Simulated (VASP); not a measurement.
Set up this calculation in VASP 6.6.1, as the native input.

- Task: single point
- Functional: PBEsol
- Potentials or basis: VASP PAW PBE potentials, release 64 (Se)
- Cutoff: 520 eV
- k mesh: 8 × 8 × 6
- Occupations: fermi-dirac, width 0.05 eV
- Spin: no spin polarisation
- Dipole correction: no
- Further INCAR settings: ALGO = Normal; EDIFF = 1e-06; NBANDS = 16

The structure of Se lies in POSCAR:

```
Se
1.0
    4.0443569462      0.0000000000      0.0000000000
   -2.0221784731      3.5025158573      0.0000000000
    0.0000000000      0.0000000000      5.1218593052
Se
3
Direct
    0.2480147508      1.0000000000      0.3333333333
    0.0000000000      0.2480147508      0.6666666667
    0.7519852492      0.7519852492      1.0000000000
```

These files were run (other wordings do the same):

INCAR

```
  ALGO = Normal
  EDIFF = 1E-6
  ENCUT = 520
  GGA = PS
  ISIF = 2
  ISMEAR = -1
  LASPH = T
  LCHARG = F
  LREAL = F
  LWAVE = F
  NBANDS = 16
  NELM = 100
  PREC = Accurate
  SIGMA = 0.05
```

KPOINTS

```
k-points
0
Gamma
  8 8 6
```

Potentials or basis: VASP PAW PBE potentials, release 64 (Se).

Command:

```console
$ cat potpaw_PBE.64/Se/POTCAR > POTCAR
$ mpirun -np 1 vasp_std > vasp.out
```

It gave:

```
Pressure               : 0.1 GPa
Largest force          : 0.039 eV/Å
Band gap on the k mesh : 0.72 eV, direct
```

Caveat: the PAW data sets were made with another functional, which shifts forces and pressure a little.

Run time: 62 s on 1 thread of Intel Xeon 8259CL (shared host), peak memory 0.2 GiB.
